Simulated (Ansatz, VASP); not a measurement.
## SrTiO3: VASP beside Ansatz

```
Sr Ti O
1.0
     3.89138    0.00000    0.00000
     0.00000    3.89138    0.00000
     0.00000    0.00000    3.89138
Sr Ti O
1 1 3
Cartesian
  0.2295 0.0000 0.0000
  1.6987 1.9457 1.9457
  -0.1454 1.9457 1.9457
  1.7594 0.0000 1.9457
  1.7594 1.9457 0.0000
```

Change from the starting cell: mode 1 frozen in at -0.093 Å and mode 7 at -0.299 Å (largest displacements).

Alike in both runs: task single point; functional PBEsol; k mesh 8 × 8 × 8; occupations gaussian, width 0.05 eV; no spin polarisation.

|  | VASP | Ansatz |
| --- | --- | --- |
| version | VASP 6.6.1 | Ansatz 0.2.0 |
| potentials or method | VASP PAW PBE potentials, release 64 (Sr_sv, Ti_sv, O), cutoff 520 eV | scalar-relativistic, plane waves, PAW |
| valence electrons in the cell | 40 | 40 |

Ansatz gave:

```
gap on the k mesh at the Fermi level (eV)                     : 1.76
least direct gap on the mesh (eV)                             : 2.17
pressure (GPa)                                                : 5.6
traceless stress, the component that is largest in VASP (GPa) : -0.21
rms of the force components (eV/Å)                            : 0.622
```

Question: Estimate VASP's values.

Answer: gap on the k mesh at the Fermi level (eV): 1.73; least direct gap on the mesh (eV): 2.16; pressure (GPa): 6.4; traceless stress, the component that is largest in VASP (GPa): -0.21; rms of the force components (eV/Å): 0.651.

VASP's potentials were made for PBE, not for PBEsol, and Ansatz warns of the same on its side. Atom by atom the forces differ by 0.033 eV/Å (rms over components). With one functional, cell and mesh, what is left measures potentials, basis and numerics.
